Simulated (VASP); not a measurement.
# CoSi6Ni2 (P-3m1) in VASP: single point with PBE

Aim: the single point of CoSi6Ni2 with PBE.

All numbers are computed with VASP 6.6.1; they aren't measurements. Logs are shortened: lines on timing, memory, paths and dates and some standing lists are left out, and cuts for length are marked.

### 1 The cell of the first run

The structure is trigonal, space group P-3m1 (No. 164). The conventional cell has a = 3.857 Å, b = 3.857 Å, c = 9.448 Å, α = 90.00°, β = 90.00°, γ = 120.00°. Within 3.1 Å of Co (site symmetry -3m) lie 8 Si at 2.36 Å. Si (site symmetry 3m) has 4 Ni at 2.36 Å and 6 Si at 2.73 Å within 3.1 Å. Within 3.1 Å of Si (site symmetry 3m) lie 3 Co at 2.36 Å and 1 Ni at 2.36 Å and 6 Si at 2.73 Å. Si (site symmetry 3m) has 3 Ni at 2.36 Å and 1 Co at 2.36 Å and 6 Si at 2.73 Å within 3.1 Å. Within 3.1 Å of Ni (site symmetry 3m) lie 8 Si at 2.36 Å.

### 2 Single point, PBE, collinear spin, ferromagnetic start

INCAR reads:

```
SYSTEM = CoSi6Ni2
ALGO = Normal ; EDIFF = 1E-6
ENCUT = 520 ; GGA = PE
ISIF = 2 ; ISMEAR = 0
ISPIN = 2 ; LASPH = .TRUE.
LCHARG = .FALSE. ; LMAXMIX = 4
LORBIT = 11 ; LREAL = .FALSE.
LWAVE = .FALSE. ; MAGMOM = 3 0 0 0 0 0 0 2 2
NBANDS = 40 ; NELM = 150
PREC = Accurate ; SIGMA = 0.1
```

KPOINTS reads:

```
k-points
0
G
  6 6 2
  0 0 0
```

POSCAR reads:

```
CoSi6Ni2
1.0
    3.8571743800      0.0000000000      0.0000000000
   -1.9285871900      3.3404110000      0.0000000000
    0.0000000000      0.0000000000      9.4481090800
Co Si Ni
1 6 2
Direct
    0.0000000000      0.0000000000      0.0000000000
    0.3333333300      0.6666666700      0.5833333300
    0.6666666700      0.3333333300      0.9166666700
    0.0000000000      0.0000000000      0.2500000000
    0.3333333300      0.6666666700      0.0833333300
    0.6666666700      0.3333333300      0.4166666700
    0.0000000000      0.0000000000      0.7500000000
    0.3333333300      0.6666666700      0.3333333300
    0.6666666700      0.3333333300      0.6666666700
```

Potentials or basis: VASP PAW PBE potentials, release 64 (Co, Si, Ni).

The run is started by

```console
$ cat potpaw_PBE.64/Co/POTCAR potpaw_PBE.64/Si/POTCAR potpaw_PBE.64/Ni/POTCAR > POTCAR
$ mpirun -np 1 vasp_std > vasp.out
```

OUTCAR:

```text
SYSTEM = CoSi6Ni2
   EDIFF = 1E-6
   ENCUT = 520
   GGA = PE
   ISIF = 2
   ISMEAR = 0
   ISPIN = 2
   LASPH = .TRUE.
   LORBIT = 11
   LREAL = .FALSE.
   NELM = 150
   PREC = Accurate

 ion  position               nearest neighbor table
   1  0.000  0.000  0.000-   3 2.36   5 2.36   4 2.36   7 2.36   3 2.36   5 2.36   3 2.36   5 2.36

   2  0.333  0.667  0.583-   8 2.36   9 2.36   9 2.36   9 2.36   6 2.73   6 2.73   7 2.73   6 2.73
                             7 2.73   7 2.73
   3  0.667  0.333  0.917-   1 2.36   9 2.36   1 2.36   1 2.36   5 2.73   5 2.73   7 2.73   5 2.73
                             7 2.73   7 2.73
   4  0.000  0.000  0.250-   8 2.36   1 2.36   8 2.36   8 2.36   5 2.73   6 2.73   5 2.73   6 2.73
                             5 2.73   6 2.73
   5  0.333  0.667  0.083-   1 2.36   8 2.36   1 2.36   1 2.36   3 2.73   3 2.73   4 2.73   3 2.73
                             4 2.73   4 2.73
   6  0.667  0.333  0.417-   9 2.36   8 2.36   8 2.36   8 2.36   2 2.73   2 2.73   4 2.73   2 2.73
                             4 2.73   4 2.73
   7  0.000  0.000  0.750-   9 2.36   1 2.36   9 2.36   9 2.36   2 2.73   3 2.73   3 2.73   2 2.73
                             2 2.73   3 2.73
   8  0.333  0.667  0.333-   4 2.36   2 2.36   5 2.36   4 2.36   6 2.36   4 2.36   6 2.36   6 2.36

   9  0.667  0.333  0.667-   7 2.36   6 2.36   3 2.36   7 2.36   2 2.36   7 2.36   2 2.36   2 2.36

  LATTYP: Found a hexagonal cell.
 ALAT       =     3.8571743800
 C/A-ratio  =     2.4494897428

  Lattice vectors:

 A1 = (   3.8571743800,   0.0000000000,   0.0000000000)
 A2 = (  -1.9285871900,   3.3404110000,   0.0000000000)
 A3 = (   0.0000000000,   0.0000000000,   9.4481090800)

Analysis of symmetry for initial positions (statically):
=====================================================================
 Subroutine PRICEL returns:
 Original cell was already a primitive cell.

 Routine SETGRP: Setting up the symmetry group for a
 hexagonal supercell.

 Subroutine GETGRP returns: Found 12 space group operations
 (whereof 12 operations were pure point group operations)
 out of a pool of 24 trial point group operations.

The static configuration has the point symmetry D_3d.

Analysis of symmetry for dynamics (positions and initial velocities):
=====================================================================
 Subroutine PRICEL returns:
 Original cell was already a primitive cell.

 Routine SETGRP: Setting up the symmetry group for a
 hexagonal supercell.

 Subroutine GETGRP returns: Found 12 space group operations
 (whereof 12 operations were pure point group operations)
 out of a pool of 24 trial point group operations.

The dynamic configuration has the point symmetry D_3d.

Analysis of structural, dynamic, and magnetic symmetry:
=====================================================================
 Subroutine PRICEL returns:
 Original cell was already a primitive cell.

 Routine SETGRP: Setting up the symmetry group for a
 hexagonal supercell.

 Subroutine GETGRP returns: Found 12 space group operations
 (whereof 12 operations were pure point group operations)
 out of a pool of 24 trial point group operations.

The overall configuration has the point symmetry D_3d.

 Subroutine INISYM returns: Found 12 space group operations
 (whereof 12 operations are pure point group operations),
 and found     1 'primitive' translations

----------------------------------------------------------------------------------------

                                     Primitive cell

  volume of cell :     121.7346

  direct lattice vectors                    reciprocal lattice vectors
     3.857174380  0.000000000  0.000000000     0.259257140  0.149682180  0.000000000
    -1.928587190  3.340411000  0.000000000     0.000000000  0.299364360  0.000000000
     0.000000000  0.000000000  9.448109080     0.000000000  0.000000000  0.105841284

  length of vectors
     3.857174380  3.857174380  9.448109080     0.299364360  0.299364360  0.105841284

  position of ions in fractional coordinates (direct lattice)
     0.000000000  0.000000000  0.000000000
     0.333333330  0.666666670  0.583333330
     0.666666670  0.333333330  0.916666670
     0.000000000  0.000000000  0.250000000
     0.333333330  0.666666670  0.083333330
[... 69 lines left out ...]
   ISTART =      0    job   : 0-new  1-cont  2-samecut
   ICHARG =      2    charge: 1-file 2-atom 10-const
   ISPIN  =      2    spin polarized calculation?
   LNONCOLLINEAR =      F non collinear calculations
   LSORBIT =      F    spin-orbit coupling
   LASPH  =      T    aspherical Exc in radial PAW
   ENCUT  =  520.0 eV  38.22 Ry    6.18 a.u.   7.17  7.17 17.57*2*pi/ulx,y,z
   NELM   =    150;   NELMIN=  2; NELMDL= -5     # of ELM steps
   EDIFF  = 0.1E-05   stopping-criterion for ELM
   LREAL  =      F    real-space projection
   EDIFFG = 0.1E-04   stopping-criterion for IOM
   NSW    =      0    number of steps for IOM
   IBRION =     -1    ionic relax: 0-MD 1-quasi-New 2-CG
   NFREE  =      0    steps in history (QN), initial steepest desc. (CG)
   ISIF   =      2    stress and relaxation
   ISYM   =      2    0-nonsym 1-usesym 2-fastsym
   POTIM  = 0.5000    time-step for ionic-motion
   TEBEG  =    0.0;   TEEND  =   0.0 temperature during run
   PSTRESS=    0.0 pullay stress
   NELECT =      53.0000    total number of electrons
   NUPDOWN=      -1.0000    fix difference up-down
   EMIN   =  10.00;   EMAX   =-10.00  energy-range for DOS
   EFERMI =   0.00;   METHOD = LEGACY
   ISMEAR =     0;   SIGMA  =   0.10  broadening in eV -4-tet -1-fermi 0-gaus
   EFERMI_NEDOS =   21; number of points for ismear=-14 and -15
   IALGO  =     38    algorithm
   IMIX   =      4    mixing-type and parameters
     AMIX     =   0.40;   BMIX     =  1.00
     AMIX_MAG =   1.60;   BMIX_MAG =  1.00
  volume/ion in A,a.u.               =      13.53        91.28
  Fermi-wavevector in a.u.,A,eV,Ry     =   1.240782  2.344738 20.946708  1.539540
  Thomas-Fermi vector in A             =   2.375208
   LORBIT       =     11    0 simple, 1 ext, 2 COOP (PROOUT), +10 PAW based schemes
   GGA     = PE    functional components
   LHFCALC =     F    Hartree Fock is set to
   AEXX    =    0.0000 exact exchange contribution
   IVDW    =     0    specifies the selected vdW correction
   LEPSILON=     F    determine dielectric tensor
   LRPA    =     F    only Hartree local field effects (RPA)
 spin polarized calculation
 Gauss-broadening in eV      SIGMA  =   0.10
  energy-cutoff  :      520.00
  volume of cell :      121.73
 maximum number of plane-waves:      3339
 NGX is ok and might be reduce to    30
   NGX = 15   NGY = 15   NGZ = 35

 number of electron      52.9999999 magnetization      -0.0001012

 number of electron      52.9999999 magnetization       0.0001297

 Free energy of the ion-electron system (eV)
  ---------------------------------------------------
  ext. energy  EPLUGINS =         0.00000000
  ---------------------------------------------------
  free energy    TOTEN  =       -54.20582155 eV

  energy without entropy =      -54.19904467  energy(sigma->0) =      -54.20243311

 E-fermi :   9.7060     XC(G=0): -11.4755

 val. band max:        9.6168424309   @ k =   0.3333   0.0000   0.5000
 cond. band min:       9.8046972367   @ k =   0.1667   0.0000   0.5000
 fundamental gap:      0.1878548058
 Fermi energy:         9.7059937717

 spin component 1

 k-point     1 :       0.0000    0.0000    0.0000
  band No.  band energies     occupation
      1      -3.5030      1.00000
      2      -1.9793      1.00000
      3      -1.7942      1.00000
      4       2.2623      1.00000
      5       2.2787      1.00000
      6       4.9758      1.00000
[... 563 lines left out ...]
     37      15.9646      0.00000
     38      15.9646      0.00000
 Fermi energy:         9.7059937717

 spin component 2

 k-point     1 :       0.0000    0.0000    0.0000
  band No.  band energies     occupation
      1      -3.5030      1.00000
      2      -1.9793      1.00000
      3      -1.7941      1.00000
      4       2.2623      1.00000
      5       2.2787      1.00000
      6       4.9757      1.00000
[... 563 lines left out ...]
     37      15.9647      0.00000
     38      15.9647      0.00000
 [bands above 38 left out]

------------------------ aborting loop because EDIFF is reached ----------------------------------------

  FORCE on cell =-STRESS in cart. coord.  units (eV):
  Direction    XX          YY          ZZ          XY          YZ          ZX
  --------------------------------------------------------------------------------------
  -------------------------------------------------------------------------------------
  Total       -3.9599145     -3.9599145     -2.9450588      0.0000000      0.0000000      0.0000000
  in kB      -52.1173490    -52.1173490    -38.7605985      0.0000000      0.0000000      0.0000000
  external PRESSURE =     -47.6650988 kB  Pullay stress =       0.0000000 kB

 VOLUME and BASIS-vectors are now :
 -----------------------------------------------------------------------------
  energy-cutoff  :      520.00
  volume of cell :      121.73
      direct lattice vectors                 reciprocal lattice vectors
     3.857174380  0.000000000  0.000000000     0.259257140  0.149682180  0.000000000
    -1.928587190  3.340411000  0.000000000     0.000000000  0.299364360  0.000000000
     0.000000000  0.000000000  9.448109080     0.000000000  0.000000000  0.105841284

 POSITION                                       TOTAL-FORCE (eV/Angst)
 -----------------------------------------------------------------------------------
      0.00000      0.00000      0.00000         0.000000      0.000000      0.000000
     -0.00000      2.22694      5.51140         0.000000      0.000000      0.016855
      1.92859      1.11347      8.66077        -0.000000     -0.000000      0.464946
      0.00000      0.00000      2.36203        -0.000000      0.000000     -0.694096
     -0.00000      2.22694      0.78734         0.000000      0.000000     -0.464946
      1.92859      1.11347      3.93671        -0.000000     -0.000000     -0.016855
      0.00000      0.00000      7.08608        -0.000000      0.000000      0.694096
     -0.00000      2.22694      3.14937         0.000000     -0.000000      0.363975
      1.92859      1.11347      6.29874        -0.000000      0.000000     -0.363975
 -----------------------------------------------------------------------------------
    total drift:                                0.000000      0.000000     -0.000000

  FREE ENERGIE OF THE ION-ELECTRON SYSTEM (eV)
  ---------------------------------------------------
  free  energy   TOTEN  =       -54.2058215501 eV

  energy  without entropy=      -54.1990446677  energy(sigma->0) =      -54.20243311

 total charge

# of ion       s       p       d       tot
------------------------------------------
    1        0.502   0.683   7.521   8.707
    2        0.730   0.835   0.000   1.565
    3        0.724   0.837   0.000   1.561
    4        0.725   0.836   0.000   1.561
    5        0.724   0.837   0.000   1.561
    6        0.730   0.835   0.000   1.565
    7        0.725   0.836   0.000   1.561
    8        0.550   0.769   8.420   9.738
    9        0.550   0.769   8.420   9.738
--------------------------------------------------
tot          5.960   7.236  24.360  37.556

 magnetization (x)

# of ion       s       p       d       tot
------------------------------------------
    1       -0.000  -0.000  -0.000  -0.000
    2        0.000   0.000   0.000   0.000
    3        0.000   0.000   0.000   0.000
    4        0.000   0.000   0.000   0.000
    5        0.000   0.000   0.000   0.000
    6        0.000   0.000   0.000   0.000
    7        0.000   0.000   0.000   0.000
    8       -0.000  -0.000  -0.000  -0.000
    9       -0.000  -0.000  -0.000  -0.000
--------------------------------------------------
tot          0.000   0.000  -0.000  -0.000
```

It took 2.3 min on 1 thread of AMD EPYC 9R14 (Zen 4), shared host; peak memory 0.31 GiB.

What came out:

```
Free energy                                           : -54.2058 eV
Pressure                                              : -4.8 GPa
Largest force                                         : 0.694 eV/Å
Net moment                                            : 0.00 μB per cell
Valence electrons inside the program's atomic spheres : Co 8.71; Si 1.56; Ni 9.74
```

Forces on the atoms (eV/Å):
```
Co   0.000  0.000  0.000
Si   0.000  0.000  0.017
Si   0.000  0.000  0.465
Si   0.000  0.000 -0.694
Si   0.000  0.000 -0.465
Si   0.000  0.000 -0.017
Si   0.000  0.000  0.694
Ni   0.000  0.000  0.364
Ni   0.000  0.000 -0.364
```

Levels at points of the mesh, in eV from the Fermi level:
Spin up:
```
           k point  band 25  band 26  band 27  band 28  band 29  band 30
(0.00, 0.00, 0.00)    -0.15     1.72     1.77     2.12     2.12     2.28
(0.50, 0.00, 0.00)    -1.48    -1.26    -1.21     0.13     0.88     1.44
(0.00, 0.00, 0.50)     0.99     0.99     1.07     1.14     1.14     2.12
(0.50, 0.00, 0.50)    -1.50    -0.94    -0.92     0.18     0.89     2.12
```
Spin down:
| k point | band 24 | band 25 | band 26 | band 27 | band 28 | band 29 | band 30 | band 31 |
| --- | --- | --- | --- | --- | --- | --- | --- | --- |
| (0.00, 0.00, 0.00) | -0.16 | -0.15 | 1.72 | 1.77 | 2.12 | 2.12 | 2.28 | 2.30 |
| (0.50, 0.00, 0.00) | -1.76 | -1.48 | -1.26 | -1.21 | 0.13 | 0.88 | 1.44 | 2.14 |
| (0.00, 0.00, 0.50) | 0.87 | 0.99 | 0.99 | 1.07 | 1.14 | 1.14 | 2.12 | 2.28 |
| (0.50, 0.00, 0.50) | -1.52 | -1.50 | -0.94 | -0.92 | 0.18 | 0.89 | 2.12 | 2.38 |

Caveat: the cell stands under tension; the moments typed at the start vanished in this run.
